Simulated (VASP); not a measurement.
## GaB: single point with PBE0

Crystal: GaB.

```
Ga B
1.0
     2.71824    0.00000    0.00000
     0.00000    2.71824    0.00000
     0.00000    0.00000    3.23621
Ga B
1 1
Direct
  0.50000 0.50000 0.50000
  0.00000 0.00000 0.00000
```

```yaml
Program: VASP 6.6.1
Task: single point
Functional: PBE0
Potentials_or_basis: VASP PAW PBE potentials, release 64 (Ga_d, B)
Cutoff: 520 eV
k_mesh: 5 × 5 × 4
Occupations: fermi-dirac, width 0.05 eV
Spin: no spin polarisation
Dipole_correction: no
Grid_for_exact_exchange_PRECFOCK: Normal
Further_INCAR_settings: ALGO = Normal; EDIFF = 1e-06; NBANDS = 15
Share_of_exact_exchange: 0.25
```

```yaml
Pressure: -4.5 GPa
Band_gap_on_the_k_mesh: zero (bands 8 and 9 overlap by 8.64 eV)
```

Stress tensor (GPa, compression positive):
```
-3.29  0.00  0.00
 0.00 -3.29  0.00
 0.00  0.00 -6.96
```

Levels at points of the mesh, in eV from the Fermi level:
| k point | band 4 | band 5 | band 6 | band 7 | band 8 | band 9 | band 10 | band 11 | band 12 | band 13 |
| --- | --- | --- | --- | --- | --- | --- | --- | --- | --- | --- |
| (0.00, 0.00, 0.00) | -18.26 | -18.20 | -15.56 | -2.49 | 2.65 | 3.53 | 3.53 | 10.17 | 10.38 | 15.03 |
| (0.00, 0.00, 0.50) | -18.31 | -18.20 | -11.78 | -11.71 | 5.53 | 5.53 | 9.59 | 10.86 | 10.86 | 11.30 |

Wall time 15 min on 1 thread of Intel Xeon 8259CL (shared host), peak memory 0.14 GiB.

Caveat: the k points lie up to 0.49 Å⁻¹ apart, too coarse for converged energies and pressures of a metal; the PAW data sets were made with another functional, which shifts forces and pressure a little.
